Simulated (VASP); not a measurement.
Runs of VASP 6.6.1 on MoS2. It takes space group P6_3/mmc (No. 194, hexagonal). Conventional cell: a = 3.169 Å, b = 3.169 Å, c = 12.324 Å, α = 90.00°, β = 90.00°, γ = 120.00°. Within 3.2 Å of Mo (site symmetry -6m2) lie 6 S at 2.41 Å and 6 Mo at 3.17 Å. S (site symmetry 3m) has 3 Mo at 2.41 Å and 7 S at 3.13 to 3.17 Å within 3.2 Å. 

```tsv
k mesh	smearing	gap on the mesh (eV)	pressure (GPa)	largest force (eV/Å)
7 × 7 × 2	methfessel-paxton 0.15 eV	(b)	1.8	0.08
4 × 4 × 1	methfessel-paxton 0.15 eV	1.22	1.6	(a)
10 × 10 × 3	methfessel-paxton 0.15 eV	0.94	1.8	0.08
3 × 3 × 1	methfessel-paxton 0.15 eV	1.11	1.9	0.30
8 × 8 × 2	methfessel-paxton 0.15 eV	0.99	1.9	0.08
5 × 5 × 2	methfessel-paxton 0.125 eV	0.94	1.9	(c)
```

Alike in all rows: task single point; level PBE; potentials or basis VASP PAW PBE potentials, release 64 (Mo_sv, S); no spin polarisation; cell as given; cutoff (eV) 520.

Question: Estimate the missing entries.

Answer: (a) 0.14; (b) 1.00; (c) 0.07.

Caveats: some runs use coarse meshes; this functional lacks dispersion, which binds the layers, so the pressure and a relaxed spacing across them are unreliable.

A k mesh can miss the band edges, and the runs leave out spin-orbit coupling on Mo.
